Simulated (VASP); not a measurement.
# C (Fd-3m) in VASP: notebook

Runs on C. Level: r2SCAN. Tasks: single point, relaxation of cell and atoms.

All numbers are computed with VASP 6.6.1; they aren't measurements. Logs are shortened: lines on timing, memory, paths and dates and some standing lists are left out, and cuts for length are marked.

### Step 1. The cell of the first run

The structure is cubic, space group Fd-3m (No. 227). Conventional cell: a = 3.560 Å, b = 3.560 Å, c = 3.560 Å, α = 90.00°, β = 90.00°, γ = 90.00°. Within 2.1 Å of C (site symmetry -43m) lie 4 C at 1.54 Å.

### Step 2. Single point, r2SCAN

Contents of POSCAR:

```
C
1.0
    0.0000000000      1.7801417198      1.7801417198
    1.7801417198      0.0000000000      1.7801417198
    1.7801417198      1.7801417198      0.0000000000
C
2
Direct
    0.5000000000      0.5000000000      0.5000000000
    0.7500000000      0.7500000000      0.7500000000
```

Contents of INCAR.step1:

```
SYSTEM = C
ALGO = Normal
EDIFF = 1E-4
ENCUT = 520
GGA = PE
ISMEAR = 0
LASPH = .TRUE.
LCHARG = .FALSE.
LREAL = .FALSE.
LWAVE = .TRUE.
NBANDS = 11
NELM = 100
PREC = Accurate
SIGMA = 0.02
```

Contents of INCAR.step2:

```
SYSTEM = C
ALGO = Normal
EDIFF = 1E-6
ENCUT = 520
ISIF = 2
ISMEAR = 0
ISTART = 1
LASPH = .TRUE.
LCHARG = .FALSE.
LMIXTAU = .TRUE.
LREAL = .FALSE.
LWAVE = .FALSE.
METAGGA = R2SCAN
NBANDS = 11
NELM = 100
PREC = Accurate
SIGMA = 0.02
```

Contents of KPOINTS:

```
k-points
0
G
  12 12 12
  0 0 0
```

Potentials or basis: VASP PAW PBE potentials, release 64 (C).

Started as:

```
$ cat potpaw_PBE.64/C/POTCAR > POTCAR
$ cp INCAR.step1 INCAR
$ mpirun -np 1 vasp_std > vasp.out
$ cp INCAR.step2 INCAR
$ mpirun -np 1 vasp_std > vasp.out
```

OUTCAR:

```text
SYSTEM = C
   EDIFF = 1E-6
   ENCUT = 520
   ISIF = 2
   ISMEAR = 0
   ISTART = 1
   LASPH = .TRUE.
   LREAL = .FALSE.
   METAGGA = R2SCAN
   NELM = 100
   PREC = Accurate

 ion  position               nearest neighbor table
   1  0.500  0.500  0.500-   2 1.54   2 1.54   2 1.54   2 1.54
   2  0.750  0.750  0.750-   1 1.54   1 1.54   1 1.54   1 1.54

  LATTYP: Found a face centered cubic cell.
 ALAT       =     3.5602834396

  Lattice vectors:

 A1 = (   0.0000000000,   1.7801417198,   1.7801417198)
 A2 = (   1.7801417198,   0.0000000000,   1.7801417198)
 A3 = (   1.7801417198,   1.7801417198,   0.0000000000)

Analysis of symmetry for initial positions (statically):
=====================================================================
 Subroutine PRICEL returns:
 Original cell was already a primitive cell.

 Routine SETGRP: Setting up the symmetry group for a
 face centered cubic supercell.

 Subroutine GETGRP returns: Found 48 space group operations
 (whereof 24 operations were pure point group operations)
 out of a pool of 48 trial point group operations.

The static configuration has the point symmetry T_d .
 The point group associated with its full space group is O_h .

Analysis of symmetry for dynamics (positions and initial velocities):
=====================================================================
 Subroutine PRICEL returns:
 Original cell was already a primitive cell.

 Routine SETGRP: Setting up the symmetry group for a
 face centered cubic supercell.

 Subroutine GETGRP returns: Found 48 space group operations
 (whereof 24 operations were pure point group operations)
 out of a pool of 48 trial point group operations.

The dynamic configuration has the point symmetry T_d .
 The point group associated with its full space group is O_h .

 Subroutine INISYM returns: Found 48 space group operations
 (whereof 24 operations are pure point group operations),
 and found     1 'primitive' translations

----------------------------------------------------------------------------------------

                                     Primitive cell

  volume of cell :      11.2822

  direct lattice vectors                    reciprocal lattice vectors
     0.000000000  1.780141720  1.780141720    -0.280876514  0.280876514  0.280876514
     1.780141720  0.000000000  1.780141720     0.280876514 -0.280876514  0.280876514
     1.780141720  1.780141720  0.000000000     0.280876514  0.280876514 -0.280876514

  length of vectors
     2.517500563  2.517500563  2.517500563     0.486492392  0.486492392  0.486492392

  position of ions in fractional coordinates (direct lattice)
     0.500000000  0.500000000  0.500000000
     0.750000000  0.750000000  0.750000000

  ion indices of the primitive-cell ions
   primitive index   ion index
                 1           1
                 2           2

----------------------------------------------------------------------------------------

 KPOINTS: k-points

Automatic generation of k-mesh.
 Grid dimensions read from file:
 generate k-points for:   12   12   12

 Generating k-lattice:

  Cartesian coordinates                     Fractional coordinates (reciprocal lattice)
    -0.023406376  0.023406376  0.023406376     0.083333333  0.000000000  0.000000000
     0.023406376 -0.023406376  0.023406376     0.000000000  0.083333333  0.000000000
     0.023406376  0.023406376 -0.023406376     0.000000000  0.000000000  0.083333333

  Length of vectors
     0.040541033  0.040541033  0.040541033

  Shift w.r.t. Gamma in fractional coordinates (k-lattice)
     0.000000000  0.000000000  0.000000000

 Subroutine IBZKPT returns following result:
 ===========================================

 Found     72 irreducible k-points:

 Following reciprocal coordinates:
            Coordinates               Weight
  0.000000  0.000000  0.000000      1.000000
  0.083333  0.000000  0.000000      8.000000
  0.166667  0.000000  0.000000      8.000000
  0.250000  0.000000  0.000000      8.000000
  0.333333  0.000000  0.000000      8.000000
  0.416667  0.000000  0.000000      8.000000
[... 16 lines left out ...]
  0.500000  0.166667  0.000000     24.000000
 -0.416667  0.166667  0.000000     24.000000
 [... further k-points ...]
   k-points           NKPTS =     72   k-points in BZ     NKDIM =     72   number of bands    NBANDS=     11
   number of dos      NEDOS =    301   number of ions     NIONS =      2
   total plane-waves  NPLWV =   8000
   dimension x,y,z NGX =    20 NGY =   20 NGZ =   20
   dimension x,y,z NGXF=    40 NGYF=   40 NGZF=   40
   ions per type =               2
   NGX,Y,Z   is equivalent  to a cutoff of  13.21, 13.21, 13.21 a.u.
   NGXF,Y,Z  is equivalent  to a cutoff of  26.41, 26.41, 26.41 a.u.
 SYSTEM =  C
   PREC   = accura    normal or accurate (medium, high low for compatibility)
   ISTART =      1    job   : 0-new  1-cont  2-samecut
   ICHARG =      0    charge: 1-file 2-atom 10-const
   ISPIN  =      1    spin polarized calculation?
   LNONCOLLINEAR =      F non collinear calculations
   LSORBIT =      F    spin-orbit coupling
   LASPH  =      T    aspherical Exc in radial PAW
   ENCUT  =  520.0 eV  38.22 Ry    6.18 a.u.   4.68  4.68  4.68*2*pi/ulx,y,z
   NELM   =    100;   NELMIN=  2; NELMDL=  0     # of ELM steps
   EDIFF  = 0.1E-05   stopping-criterion for ELM
   LREAL  =      F    real-space projection
[... 7 lines left out ...]
   TEBEG  =    0.0;   TEEND  =   0.0 temperature during run
   PSTRESS=    0.0 pullay stress
   NELECT =       8.0000    total number of electrons
   NUPDOWN=      -1.0000    fix difference up-down
   EMIN   =  10.00;   EMAX   =-10.00  energy-range for DOS
   EFERMI =   0.00;   METHOD = LEGACY
   ISMEAR =     0;   SIGMA  =   0.02  broadening in eV -4-tet -1-fermi 0-gaus
   EFERMI_NEDOS =   21; number of points for ismear=-14 and -15
   IALGO  =     38    algorithm
   IMIX   =      4    mixing-type and parameters
     AMIX     =   0.40;   BMIX     =  1.00
     AMIX_MAG =   1.60;   BMIX_MAG =  1.00
  volume/ion in A,a.u.               =       5.64        38.07
  Fermi-wavevector in a.u.,A,eV,Ry     =   1.459846  2.758708 28.996044  2.131149
  Thomas-Fermi vector in A             =   2.576365
   LORBIT       =      0    0 simple, 1 ext, 2 COOP (PROOUT), +10 PAW based schemes
   METAGGA = R2SCAN    functional components
   LHFCALC =     F    Hartree Fock is set to
   AEXX    =    0.0000 exact exchange contribution
   IVDW    =     0    specifies the selected vdW correction
   LEPSILON=     F    determine dielectric tensor
   LRPA    =     F    only Hartree local field effects (RPA)
 non-spin polarized calculation
 Gauss-broadening in eV      SIGMA  =   0.02
  energy-cutoff  :      520.00
  volume of cell :       11.28
 maximum number of plane-waves:       313
   NGX =  9   NGY =  9   NGZ =  9

 number of electron       7.9999999 magnetization

 Free energy of the ion-electron system (eV)
  ---------------------------------------------------
  ext. energy  EPLUGINS =         0.00000000
  ---------------------------------------------------
  free energy    TOTEN  =       -19.65721591 eV

  energy without entropy =      -19.65721591  energy(sigma->0) =      -19.65721591

 E-fermi :   9.9639     XC(G=0): -14.2878

 val. band max:        9.7920114405   @ k =   0.0000   0.0000   0.0000
 cond. band min:      14.1472581868   @ k =   0.3333   0.3333   0.0000
 fundamental gap:      4.3552467462
 Fermi energy:         9.9638516857

 k-point     1 :       0.0000    0.0000    0.0000
  band No.  band energies     occupation
      1     -12.9788      2.00000
      2       9.7920      2.00000
      3       9.7920      2.00000
      4       9.7920      2.00000
      5      15.6425      0.00000
      6      15.6425      0.00000
      7      15.6425      0.00000
      8      23.7406      0.00000
      9      30.2607      0.00000
     10      37.2405      0.00000
     11      37.2405      0.00000

 k-point     2 :       0.0833    0.0000    0.0000
  band No.  band energies     occupation
      1     -12.7771      2.00000
      2       8.4698      2.00000
      3       9.4450      2.00000
      4       9.4450      2.00000
      5      16.0978      0.00000
      6      16.0978      0.00000
      7      16.4171      0.00000
      8      23.9409      0.00000
      9      30.6058      0.00000
     10      35.1805      0.00000
     11      35.1805      0.00000

 k-point     3 :       0.1667    0.0000    0.0000
  band No.  band energies     occupation
      1     -12.1747      2.00000
      2       5.7677      2.00000
      3       8.6945      2.00000
      4       8.6945      2.00000
      5      17.0831      0.00000
      6      17.0831      0.00000
      7      17.5672      0.00000
      8      24.5155      0.00000
      9      31.3251      0.00000
     10      33.5346      0.00000
     11      33.5346      0.00000

 k-point     4 :       0.2500    0.0000    0.0000
  band No.  band energies     occupation
      1     -11.1811      2.00000
      2       2.7604      2.00000
      3       7.9232      2.00000
      4       7.9232      2.00000
      5      17.9963      0.00000
      6      17.9963      0.00000
      7      18.3279      0.00000
      8      25.3135      0.00000
      9      31.7635      0.00000
     10      33.1294      0.00000
     11      33.1294      0.00000

 k-point     5 :       0.3333    0.0000    0.0000
  band No.  band energies     occupation
      1      -9.8213      2.00000
      2      -0.1718      2.00000
      3       7.3120      2.00000
      4       7.3120      2.00000
      5      18.5086      0.00000
      6      18.5086      0.00000
      7      18.7381      0.00000
      8      26.0366      0.00000
      9      32.0033      0.00000
     10      34.0587      0.00000
     11      34.0587      0.00000
[... 211 lines left out ...]
 k-point    21 :       0.3333    0.1667    0.0000
  band No.  band energies     occupation
      1     -10.0661      2.00000
      2       2.0816      2.00000
      3       5.7048      2.00000
      4       6.1158      2.00000
      5      16.1095      0.00000
      6      21.1699      0.00000
      7      21.2961      0.00000
      8      22.2268      0.00000
      9      31.8484      0.00000
     10      32.8520      0.00000
     11      37.9954      0.00000

 k-point    22 :       0.4167    0.1667    0.0000
  band No.  band energies     occupation
      1      -8.6116      2.00000
      2      -0.6061      2.00000
      3       5.2218      2.00000
      4       5.4727      2.00000
      5      16.8103      0.00000
      6      21.4236      0.00000
      7      21.4956      0.00000
      8      23.2264      0.00000
      9      32.1807      0.00000
     10      33.5781      0.00000
     11      38.5129      0.00000

 k-point    23 :       0.5000    0.1667    0.0000
  band No.  band energies     occupation
      1      -6.9808      2.00000
      2      -2.9351      2.00000
      3       4.4637      2.00000
      4       5.5646      2.00000
      5      17.2568      0.00000
      6      21.1208      0.00000
      7      21.6030      0.00000
      8      24.9725      0.00000
      9      31.1795      0.00000
     10      35.0887      0.00000
     11      37.7195      0.00000

 k-point    24 :      -0.4167    0.1667    0.0000
  band No.  band energies     occupation
      1      -6.5517      2.00000
      2      -3.4551      2.00000
      3       3.9515      2.00000
      4       5.9655      2.00000
      5      17.7194      0.00000
      6      20.5920      0.00000
      7      21.5798      0.00000
      8      26.2468      0.00000
      9      30.4174      0.00000
     10      35.1252      0.00000
     11      35.9008      0.00000

 [... further k-points ...]
[... 5 lines left out ...]
  --------------------------------------------------------------------------------------
  -------------------------------------------------------------------------------------
  Total        0.0788872      0.0788872      0.0788872     -0.0000000      0.0000000     -0.0000000
  in kB       11.2027123     11.2027123     11.2027123     -0.0000000      0.0000000     -0.0000000
  external PRESSURE =      11.2027123 kB  Pullay stress =       0.0000000 kB

 VOLUME and BASIS-vectors are now :
 -----------------------------------------------------------------------------
  energy-cutoff  :      520.00
  volume of cell :       11.28
      direct lattice vectors                 reciprocal lattice vectors
     0.000000000  1.780141720  1.780141720    -0.280876514  0.280876514  0.280876514
     1.780141720  0.000000000  1.780141720     0.280876514 -0.280876514  0.280876514
     1.780141720  1.780141720  0.000000000     0.280876514  0.280876514 -0.280876514

 POSITION                                       TOTAL-FORCE (eV/Angst)
 -----------------------------------------------------------------------------------
      1.78014      1.78014      1.78014         0.000000      0.000000      0.000000
      2.67021      2.67021      2.67021        -0.000000     -0.000000     -0.000000
 -----------------------------------------------------------------------------------
    total drift:                                0.000000     -0.000000      0.000000

  FREE ENERGIE OF THE ION-ELECTRON SYSTEM (eV)
  ---------------------------------------------------
  free  energy   TOTEN  =       -19.6572159091 eV

  energy  without entropy=      -19.6572159091  energy(sigma->0) =      -19.65721591
```

It took 42 s on 1 thread of AMD EPYC 7R43 (Zen 3), shared host; peak memory 0.08 GiB.

What came out:

| Property | Result |
| --- | --- |
| Free energy | -19.6572 eV |
| Pressure | 1.1 GPa |
| Band gap on the k mesh | 4.36 eV, indirect (least direct gap 5.85 eV) |

Caveat: the PAW data sets were made with another functional, which shifts forces and pressure a little. r2SCAN opens gaps a little over a GGA but as a rule still falls short of measured ones.

[end of part 1 of 2]
